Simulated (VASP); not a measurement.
Here is a VASP 6.6.1 calculation.

The input INCAR:

```
SYSTEM = Rh
PREC     = Accurate       ! precision mode
ENCUT    = 500            ! plane-wave cutoff, eV
EDIFF    = 1E-6           ! SCF threshold, eV
ISMEAR   = -1             ! smearing method
SIGMA    = 0.08           ! smearing width, eV
LREAL    = .False.        ! projectors in reciprocal space
LASPH    = .True.         ! aspherical terms in the spheres
NELM     = 120            ! most SCF steps
ALGO     = Normal         ! electronic algorithm
ISIF     = 2              ! what is computed and relaxed
LWAVE    = .False.        ! write WAVECAR
LCHARG   = .True.         ! write CHGCAR
GGA      = PE             ! functional
LELF     = .True.         ! ELF
LVHAR    = .True.       
NBANDS   = 14             ! bands
GGA_COMPAT= .False.
```

The input KPOINTS:

```
regular mesh
0
Gamma
  16 16 16
  0 0 0
```

POSCAR

```
Rh
1.0
    0.0000000000      1.8887875349      1.8887875349
    1.8887875349      0.0000000000      1.8887875349
    1.8887875349      1.8887875349      0.0000000000
Rh
1
Direct
    0.0000000000      0.0000000000      0.0000000000
```

Potentials or basis: VASP PAW PBE potentials, release 64 (Rh_pv).

The run is started by

```bash
$ cat potpaw_PBE.64/Rh_pv/POTCAR > POTCAR
$ mpirun -np 1 vasp_std > vasp.out
```

Q: Predict the pressure.

A: 12.2 GPa.
